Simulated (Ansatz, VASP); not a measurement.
## InBAs2: VASP beside Ansatz

```
B As In
1.0
     3.71991    0.00000    0.00000
     0.00000    3.71991    0.00000
     0.00000    0.00000    5.70155
B As In
1 2 1
Cartesian
  0.0000 0.0000 0.0000
  0.0000 1.8600 1.1083
  1.8600 0.0000 4.5933
  1.8600 1.8600 2.8508
```

Alike in both runs: task single point; functional r2SCAN; k mesh 6 × 6 × 4; occupations fermi-dirac, width 0.02 eV; no spin polarisation.

|  | VASP | Ansatz |
| --- | --- | --- |
| version | VASP 6.6.1 | Ansatz 0.2.0 |
| potentials or method | VASP PAW PBE potentials, release 64 (B, As, In_d) | plane waves, PAW |
| plane-wave cutoff (eV) | 520 | 500 |
| valence electrons in the cell | 26 | 46 |

|  | VASP | Ansatz | Ansatz less VASP |
| --- | --- | --- | --- |
| pressure (GPa) | 2.8 | 2.7 | -0.05 |
| rms of the force components (eV/Å) | 0.023 | 0.026 | +0.0035 |

VASP's potentials were made for PBE, not for r2SCAN. VASP's potentials hold 26 valence electrons a cell and Ansatz's 46, so a difference there can come from the potentials and not from the codes.
